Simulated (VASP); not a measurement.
Wanted: the native input for a VASP 6.6.1 run.

```
Task                   : single point
Functional             : PBE
Potentials or basis    : VASP PAW PBE potentials, release 64 (Hg)
Cutoff                 : 520 eV
k mesh                 : 8 × 8 × 8
Occupations            : gaussian, width 0.1 eV
Spin                   : no spin polarisation
Dipole correction      : no
Further INCAR settings : ALGO = Fast; EDIFF = 1e-07; NBANDS = 12
```

The structure of Hg lies in POSCAR:

```
Hg
1.0
    0.0000000000      2.4765821857      2.4765821857
    2.4765821857      0.0000000000      2.4765821857
    2.4765821857      2.4765821857      0.0000000000
Hg
1
Direct
    0.0000000000      0.0000000000      0.0000000000
```

The input as run:

INCAR

```
SYSTEM = Hg
  PREC = Accurate
  ENCUT = 520
  EDIFF = 1E-7
  ISMEAR = 0
  SIGMA = 0.1
  LREAL = .FALSE.
  LASPH = .TRUE.
  NELM = 80
  ALGO = Fast
  ISIF = 2
  LWAVE = .FALSE.
  LCHARG = .TRUE.
  GGA = PE
  LELF = .TRUE.
  LVHAR = .TRUE.
  NBANDS = 12
```

KPOINTS

```
regular mesh
0
G
  8 8 8
  0 0 0
```

Potentials or basis: VASP PAW PBE potentials, release 64 (Hg).

Run with:

```console
$ cat potpaw_PBE.64/Hg/POTCAR > POTCAR
$ mpirun -np 1 vasp_std > vasp.out
```

Results of the run:

```json
{
  "Pressure": "0.2 GPa",
  "Band gap on the k mesh": "zero (band 6 reaches 0.57 eV, above the bottom of band 7 at 0.41 eV)"
}
```

Caveat: spin-orbit coupling is left out, which moves the levels of the heavy elements.

Run time: 22 s on 1 thread of Intel Xeon 8259CL (shared host), peak memory 0.15 GiB.
